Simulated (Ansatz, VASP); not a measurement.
Two plane-wave programs on Ta2N

```
Ta N
1.0
     3.10114    0.00000    0.00000
    -1.55057    2.68567    0.05371
     0.00000    0.09764    4.88189
Ta N
2 1
Direct
  0.66667 0.33333 0.74491
  0.33333 0.66667 0.25509
  0.00000 0.00000 0.00000
```

Change from the starting cell: strain +0.0400 x Voigt [0, 0, 0, 1, 0, 0], atoms carried along.

Alike in both runs: task single point; functional PBE; k mesh 18 × 18 × 10; occupations gaussian, width 0.15 eV; no spin polarisation.

|  | VASP | Ansatz |
| --- | --- | --- |
| version | VASP 6.6.1 | Ansatz 0.2.0 |
| potentials or method | VASP PAW PBE potentials, release 64 (Ta_pv, N), cutoff 520 eV | scalar-relativistic, plane waves, PAW |
| valence electrons in the cell | 27 | 31 |

```tsv
	VASP	Ansatz	Ansatz less VASP
gap on the k mesh at the Fermi level (eV)	none	none	-
pressure (GPa)	0.9	0.5	-0.44
traceless stress, the component that is largest in VASP (GPa)	-5.73	-5.71	+0.021
rms of the force components (eV/Å)	0.092	0.086	-0.0062
```

Atom by atom the forces differ by 0.022 eV/Å (rms over components). A gap of «none» marks a metal or a gap that the smearing closes. VASP's potentials hold 27 valence electrons a cell and Ansatz's 31, so a difference there can come from the potentials and not from the codes.

Neither program's run includes spin-orbit coupling.
